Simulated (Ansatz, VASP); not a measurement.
**Ru in VASP and in Ansatz**

File INCAR:

```
SYSTEM = Ru
ALGO = Normal ; EDIFF = 1E-6
ENCUT = 520 ; GGA = PE
ISIF = 2 ; ISMEAR = 1
LASPH = .True. ; LCHARG = .False.
LREAL = .False. ; LWAVE = .False.
NBANDS = 21 ; NELM = 80
PREC = Accurate ; SIGMA = 0.6
```

KPOINTS

```
k-points
0
Gamma
  13 13 7
  0 0 0
```

File POSCAR:

```
Ru
1.0
    2.7235595794      0.0000000000      0.0000000000
   -1.3617797897      2.3586717845      0.0000000000
    0.0000000000      0.0000000000      4.2890849607
Ru
2
Direct
    0.3333333333      0.6666666667      0.2500000000
    0.6666666667      0.3333333333      0.7500000000
```

Input for Ansatz:

```yaml
crystal:
  lattice:
    - [2.7235595794, 0.0, 0.0]
    - [-1.3617797897, 2.3586717845, 0.0]
    - [0.0, 0.0, 4.2890849607]
  atoms:
    - { symbol: Ru, position: [0.3333333333, 0.6666666667, 0.25] }
    - { symbol: Ru, position: [0.6666666667, 0.3333333333, 0.75] }
hamiltonian:
  xc: pbe
  pseudopotentials:
    kind: paw
    azcp:
      Ru: "pseudopotentials/Ru.paw.azcp"
basis:
  ecutwfc: 420
  fft_grid_basis: typed
kpoints:
  mp_grid: { grid: [13, 13, 7], shift: [0, 0, 0] }
magnetization:
  spin_polarized: false
scf:
  occupations: { method: methfessel_paxton, width: 0.6 }
  lower_state_search: "off"
output:
  stress: true
  write_density: true
  write_potential: true
  elf: true
  volumetric_format: npy
```

Alike in both runs: task single point; functional PBE; k mesh 13 × 13 × 7; occupations methfessel-paxton of order 1, width 0.6 eV; no spin polarisation.

|  | VASP | Ansatz |
| --- | --- | --- |
| version | VASP 6.6.1 | Ansatz 0.2.0 |
| potentials or method | VASP PAW PBE potentials, release 64 (Ru_pv), cutoff 520 eV | plane waves (420 eV) with PAW, scalar-relativistic |
| valence electrons in the cell | 28 | 32 |

|  | VASP | Ansatz | Ansatz less VASP |
| --- | --- | --- | --- |
| pressure (GPa) | -0.4 | -0.3 | +0.11 |
| traceless stress, the component that is largest in VASP (GPa) | 0.33 | 0.32 | -0.011 |

VASP's potentials hold 28 valence electrons a cell and Ansatz's 32, so a difference there can come from the potentials and not from the codes.
